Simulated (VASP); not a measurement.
# Zr3SiO (P4/mmm) in VASP: single point with PBE

Aim: the single point of Zr3SiO with PBE.

Everything below comes from runs of VASP 6.6.1. Logs are shortened: lines on timing, memory, paths and dates and some standing lists are left out, and cuts for length are marked.

### 1 The cell of the first run

It takes space group P4/mmm (No. 123, tetragonal). The conventional cell has a = 3.058 Å, b = 3.058 Å, c = 10.186 Å, α = 90.00°, β = 90.00°, γ = 90.00°. Within 2.9 Å of Zr (site symmetry 4/mmm) lie 4 O at 2.16 Å. Zr (site symmetry 4mm) has 4 Si at 2.81 Å and 6 Zr at 3.06 to 3.58 Å within 3.7 Å. Si (site symmetry 4/mmm) has 8 Zr at 2.81 Å and 4 Si at 3.06 Å within 3.7 Å. O (site symmetry 4/mmm) has 4 Zr at 2.16 Å within 2.9 Å.

### 2 Single point, PBE

POSCAR reads:

```
Zr3SiO
1.0
    3.0584110532      0.0000000000      0.0000000000
    0.0000000000      3.0584110532      0.0000000000
    0.0000000000      0.0000000000     10.1855476718
Zr Si O
3 1 1
Direct
    0.0000000000      0.0000000000      0.0000000000
    0.0000000000      0.0000000000      0.3241933957
    0.0000000000      0.0000000000      0.6758066043
    0.5000000000      0.5000000000      0.5000000000
    0.5000000000      0.5000000000      0.0000000000
```

INCAR.step1 reads:

```
SYSTEM = Zr3SiO
PREC = Accurate
ENCUT = 520
EDIFF = 1E-6
ISMEAR = 0
SIGMA = 0.1
LREAL = .FALSE.
LASPH = .TRUE.
NELM = 100
ALGO = Normal
ISIF = 2
LWAVE = .FALSE.
LCHARG = .TRUE.
LMAXMIX = 4
GGA = PE
NBANDS = 31
```

KPOINTS.step1 reads:

```
Automatic mesh
0
G
  12 12 4
  0 0 0
```

INCAR.step2 reads:

```
SYSTEM = Zr3SiO
PREC = Accurate
ENCUT = 520
EDIFF = 1E-6
ISMEAR = -5
SIGMA = 0.1
LREAL = .FALSE.
LASPH = .TRUE.
NELM = 100
ALGO = Normal
ISIF = 2
LWAVE = .FALSE.
LCHARG = .FALSE.
LMAXMIX = 4
GGA = PE
LORBIT = 11
NEDOS = 2001
ICHARG = 11
```

KPOINTS.step2 reads:

```
Automatic mesh
0
G
  18 18 6
  0 0 0
```

Potentials or basis: VASP PAW PBE potentials, release 64 (Zr_sv, Si, O).

On the command line:

```bash
> cat potpaw_PBE.64/Zr_sv/POTCAR potpaw_PBE.64/Si/POTCAR potpaw_PBE.64/O/POTCAR > POTCAR
> cp INCAR.step1 INCAR
> cp KPOINTS.step1 KPOINTS
> mpirun -np 1 vasp_std > vasp.out
> cp INCAR.step2 INCAR
> cp KPOINTS.step2 KPOINTS
> mpirun -np 1 vasp_std > vasp.out
```

OUTCAR:

```text
SYSTEM = Zr3SiO
   PREC = Accurate
   ENCUT = 520
   EDIFF = 1E-6
   ISMEAR = -5
   LREAL = .FALSE.
   LASPH = .TRUE.
   NELM = 100
   ISIF = 2
   GGA = PE
   LORBIT = 11
   ICHARG = 11

 ion  position               nearest neighbor table
   1  0.000  0.000  0.000-   5 2.16   5 2.16   5 2.16   5 2.16   2 3.30   3 3.30
   2  0.000  0.000  0.324-   4 2.81   4 2.81   4 2.81   4 2.81   1 3.30   3 3.58
   3  0.000  0.000  0.676-   4 2.81   4 2.81   4 2.81   4 2.81   1 3.30   2 3.58
   4  0.500  0.500  0.500-   2 2.81   3 2.81   2 2.81   3 2.81   2 2.81   3 2.81   2 2.81   3 2.81

   5  0.500  0.500  0.000-   1 2.16   1 2.16   1 2.16   1 2.16

  LATTYP: Found a simple tetragonal cell.
 ALAT       =     3.0584110532
 C/A-ratio  =     3.3303396746

  Lattice vectors:

 A1 = (   3.0584110532,   0.0000000000,   0.0000000000)
 A2 = (   0.0000000000,   3.0584110532,   0.0000000000)
 A3 = (   0.0000000000,   0.0000000000,  10.1855476718)

Analysis of symmetry for initial positions (statically):
=====================================================================
 Subroutine PRICEL returns:
 Original cell was already a primitive cell.

 Routine SETGRP: Setting up the symmetry group for a
 simple tetragonal supercell.

 Subroutine GETGRP returns: Found 16 space group operations
 (whereof 16 operations were pure point group operations)
 out of a pool of 16 trial point group operations.

The static configuration has the point symmetry D_4h.

Analysis of symmetry for dynamics (positions and initial velocities):
=====================================================================
 Subroutine PRICEL returns:
 Original cell was already a primitive cell.

 Routine SETGRP: Setting up the symmetry group for a
 simple tetragonal supercell.

 Subroutine GETGRP returns: Found 16 space group operations
 (whereof 16 operations were pure point group operations)
 out of a pool of 16 trial point group operations.

The dynamic configuration has the point symmetry D_4h.

 Subroutine INISYM returns: Found 16 space group operations
 (whereof 16 operations are pure point group operations),
 and found     1 'primitive' translations

----------------------------------------------------------------------------------------

                                     Primitive cell

  volume of cell :      95.2744

  direct lattice vectors                    reciprocal lattice vectors
     3.058411053  0.000000000  0.000000000     0.326967168  0.000000000  0.000000000
     0.000000000  3.058411053  0.000000000     0.000000000  0.326967168  0.000000000
     0.000000000  0.000000000 10.185547672     0.000000000  0.000000000  0.098178324

  length of vectors
     3.058411053  3.058411053 10.185547672     0.326967168  0.326967168  0.098178324

  position of ions in fractional coordinates (direct lattice)
     0.000000000  0.000000000  0.000000000
     0.000000000  0.000000000  0.324193396
     0.000000000  0.000000000  0.675806604
     0.500000000  0.500000000  0.500000000
     0.500000000  0.500000000  0.000000000

  ion indices of the primitive-cell ions
   primitive index   ion index
                 1           1
                 2           2
                 3           3
                 4           4
                 5           5

----------------------------------------------------------------------------------------

 KPOINTS: Automatic mesh

Automatic generation of k-mesh.
 Grid dimensions read from file:
 generate k-points for:   18   18    6

 Generating k-lattice:

  Cartesian coordinates                     Fractional coordinates (reciprocal lattice)
     0.018164843  0.000000000  0.000000000     0.055555556  0.000000000  0.000000000
     0.000000000  0.018164843  0.000000000     0.000000000  0.055555556  0.000000000
     0.000000000  0.000000000  0.016363054     0.000000000  0.000000000  0.166666667

  Length of vectors
     0.018164843  0.018164843  0.016363054

  Shift w.r.t. Gamma in fractional coordinates (k-lattice)
     0.000000000  0.000000000  0.000000000

 TETIRR: Found   2916 inequivalent tetrahedra from    11664

 Subroutine IBZKPT returns following result:
 ===========================================

 Found    220 irreducible k-points:

 Following reciprocal coordinates:
            Coordinates               Weight
  0.000000  0.000000  0.000000      1.000000
  0.055556  0.000000  0.000000      4.000000
  0.111111  0.000000  0.000000      4.000000
  0.166667  0.000000  0.000000      4.000000
  0.222222  0.000000  0.000000      4.000000
  0.277778  0.000000  0.000000      4.000000
[... 16 lines left out ...]
  0.277778  0.111111  0.000000      8.000000
  0.333333  0.111111  0.000000      8.000000
 [... further k-points ...]
   k-points           NKPTS =    220   k-points in BZ     NKDIM =    220   number of bands    NBANDS=     27
   number of dos      NEDOS =   2001   number of ions     NIONS =      5
   total plane-waves  NPLWV =  46080
   dimension x,y,z NGX =    24 NGY =   24 NGZ =   80
   dimension x,y,z NGXF=    48 NGYF=   48 NGZF=  160
   ions per type =               3   1   1
   NGX,Y,Z   is equivalent  to a cutoff of  13.05, 13.05, 13.06 a.u.
   NGXF,Y,Z  is equivalent  to a cutoff of  26.09, 26.09, 26.11 a.u.
 SYSTEM =  Zr3SiO
   PREC   = accura    normal or accurate (medium, high low for compatibility)
   ISTART =      0    job   : 0-new  1-cont  2-samecut
   ICHARG =     11    charge: 1-file 2-atom 10-const
   ISPIN  =      1    spin polarized calculation?
   LNONCOLLINEAR =      F non collinear calculations
   LSORBIT =      F    spin-orbit coupling
   LASPH  =      T    aspherical Exc in radial PAW
   ENCUT  =  520.0 eV  38.22 Ry    6.18 a.u.   5.69  5.69 18.94*2*pi/ulx,y,z
   NELM   =    100;   NELMIN=  2; NELMDL=  0     # of ELM steps
   EDIFF  = 0.1E-05   stopping-criterion for ELM
   LREAL  =      F    real-space projection
   EDIFFG = 0.1E-04   stopping-criterion for IOM
   NSW    =      0    number of steps for IOM
   IBRION =     -1    ionic relax: 0-MD 1-quasi-New 2-CG
   NFREE  =      0    steps in history (QN), initial steepest desc. (CG)
   ISIF   =      2    stress and relaxation
   ISYM   =      2    0-nonsym 1-usesym 2-fastsym
   POTIM  = 0.5000    time-step for ionic-motion
   TEBEG  =    0.0;   TEEND  =   0.0 temperature during run
   PSTRESS=    0.0 pullay stress
   NELECT =      46.0000    total number of electrons
   NUPDOWN=      -1.0000    fix difference up-down
   EMIN   =  10.00;   EMAX   =-10.00  energy-range for DOS
   EFERMI =   0.00;   METHOD = LEGACY
   ISMEAR =    -5;   SIGMA  =   0.10  broadening in eV -4-tet -1-fermi 0-gaus
   EFERMI_NEDOS =   21; number of points for ismear=-14 and -15
   IALGO  =     38    algorithm
   IMIX   =      4    mixing-type and parameters
     AMIX     =   0.40;   BMIX     =  1.00
     AMIX_MAG =   1.60;   BMIX_MAG =  1.00
  volume/ion in A,a.u.               =      19.05       128.59
  Fermi-wavevector in a.u.,A,eV,Ry     =   1.284307  2.426988 22.442043  1.649444
  Thomas-Fermi vector in A             =   2.416508
   LORBIT       =     11    0 simple, 1 ext, 2 COOP (PROOUT), +10 PAW based schemes
   GGA     = PE    functional components
   LHFCALC =     F    Hartree Fock is set to
   AEXX    =    0.0000 exact exchange contribution
   IVDW    =     0    specifies the selected vdW correction
   LEPSILON=     F    determine dielectric tensor
   LRPA    =     F    only Hartree local field effects (RPA)
 non-spin polarized calculation
 Fermi weights with tetrahedron method with Bloechl corrections
  energy-cutoff  :      520.00
  volume of cell :       95.27
 maximum number of plane-waves:      2596
 NGX is ok and might be reduce to    24

 number of electron      46.0000004 magnetization

 Free energy of the ion-electron system (eV)
  ---------------------------------------------------
  ext. energy  EPLUGINS =         0.00000000
  ---------------------------------------------------
  free energy    TOTEN  =       -40.30915576 eV

  energy without entropy =      -40.30915576  energy(sigma->0) =      -40.30915576

 E-fermi :   8.5142     XC(G=0): -10.8182

 val. band max:        8.5487423542   @ k =   0.3889   0.2222   0.0000
 cond. band min:       8.4727872607   @ k =   0.4444   0.3333   0.5000
 fundamental gap:     -0.0759550936
 Fermi energy:         8.5141722750

 k-point     1 :       0.0000    0.0000    0.0000
  band No.  band energies     occupation
      1     -41.1313      2.00000
      2     -40.3433      2.00000
      3     -40.3361      2.00000
      4     -19.1341      2.00000
      5     -18.8781      2.00000
      6     -18.8781      2.00000
[... 19 lines left out ...]
     26       9.3637      0.00000
     27      10.6723      0.00000

 k-point     2 :       0.0556    0.0000    0.0000
  band No.  band energies     occupation
      1     -41.1284      2.00000
      2     -40.3408      2.00000
      3     -40.3337      2.00000
      4     -19.1310      2.00000
      5     -18.9227      2.00000
      6     -18.8736      2.00000
[... 19 lines left out ...]
     26       9.3856      0.00000
     27      10.3104      0.00000

 k-point     3 :       0.1111    0.0000    0.0000
  band No.  band energies     occupation
      1     -41.1201      2.00000
      2     -40.3336      2.00000
      3     -40.3266      2.00000
      4     -19.1221      2.00000
      5     -19.0480      2.00000
      6     -18.8607      2.00000
[... 594 lines left out ...]
      1     -41.0639      2.00000
      2     -40.2852      2.00000
      3     -40.2786      2.00000
      4     -19.6254      2.00000
      5     -19.0627      2.00000
      6     -18.9176      2.00000
[... 19 lines left out ...]
     26       9.5386      0.00000
     27       9.5807      0.00000

 k-point    24 :       0.3333    0.1111    0.0000
  band No.  band energies     occupation
      1     -41.0482      2.00000
      2     -40.2716      2.00000
      3     -40.2651      2.00000
      4     -19.8099      2.00000
      5     -19.0460      2.00000
      6     -18.8870      2.00000
[... 19 lines left out ...]
     26       9.5751      0.00000
     27      10.3311      0.00000

 [... further k-points ...]

------------------------ aborting loop because EDIFF is reached ----------------------------------------

  FORCE on cell =-STRESS in cart. coord.  units (eV):
  Direction    XX          YY          ZZ          XY          YZ          ZX
  --------------------------------------------------------------------------------------
  -------------------------------------------------------------------------------------
  Total       -0.0442230     -0.0442230      0.0610088      0.0000000      0.0000000      0.0000000
  in kB       -0.7436735     -0.7436735      1.0259512      0.0000000      0.0000000      0.0000000
  external PRESSURE =      -0.1537986 kB  Pullay stress =       0.0000000 kB

 VOLUME and BASIS-vectors are now :
 -----------------------------------------------------------------------------
  energy-cutoff  :      520.00
  volume of cell :       95.27
      direct lattice vectors                 reciprocal lattice vectors
     3.058411053  0.000000000  0.000000000     0.326967168  0.000000000  0.000000000
     0.000000000  3.058411053  0.000000000     0.000000000  0.326967168  0.000000000
     0.000000000  0.000000000 10.185547672     0.000000000  0.000000000  0.098178324

 POSITION                                       TOTAL-FORCE (eV/Angst)
 -----------------------------------------------------------------------------------
      0.00000      0.00000      0.00000         0.000000     -0.000000      0.000000
      0.00000      0.00000      3.30209         0.000000      0.000000     -0.004659
      0.00000      0.00000      6.88346        -0.000000      0.000000      0.004659
      1.52921      1.52921      5.09277         0.000000     -0.000000      0.000000
      1.52921      1.52921      0.00000         0.000000     -0.000000      0.000000
 -----------------------------------------------------------------------------------
    total drift:                                0.000000     -0.000000     -0.000000

  FREE ENERGIE OF THE ION-ELECTRON SYSTEM (eV)
  ---------------------------------------------------
  free  energy   TOTEN  =       -40.3091557621 eV

  energy  without entropy=      -40.3091557621  energy(sigma->0) =      -40.30915576

 total charge

# of ion       s       p       d       tot
------------------------------------------
    1        2.184   5.995   1.629   9.808
    2        2.207   5.949   1.739   9.896
    3        2.207   5.949   1.739   9.896
    4        0.767   0.859   0.000   1.626
    5        1.567   3.487   0.000   5.054
--------------------------------------------------
tot          8.932  22.240   5.108  36.280
```

Wall time 3.3 min (1 thread of Intel Xeon 6975P-C (Granite Rapids), shared host); peak memory 0.57 GiB.

What came out:

| Property | Result |
| --- | --- |
| Valence electrons inside the program's atomic spheres | Zr 9.81, 9.90 (each value once); Si 1.63; O 5.05 |

Levels at points of the mesh, in eV from the Fermi level:
```tsv
k point	band 20	band 21	band 22	band 23	band 24	band 25	band 26	band 27
(0.00, 0.00, 0.00)	-2.29	-2.08	-1.72	-1.33	0.33	0.85	0.85	2.16
(0.50, 0.00, 0.00)	-1.57	-0.80	-0.42	-0.30	0.20	1.05	1.31	1.82
(0.50, 0.50, 0.00)	-3.71	-1.11	-1.11	-0.85	0.72	0.72	0.74	1.76
(0.00, 0.00, 0.50)	-2.28	-2.27	-1.75	-1.30	0.06	0.80	0.80	2.02
(0.50, 0.00, 0.50)	-1.70	-0.69	-0.57	-0.14	0.06	1.05	1.63	1.82
(0.50, 0.50, 0.50)	-3.78	-0.72	-0.72	-0.44	-0.07	-0.07	0.44	0.81
```

Caveat: tetrahedron occupations give inexact forces and stress in metals.
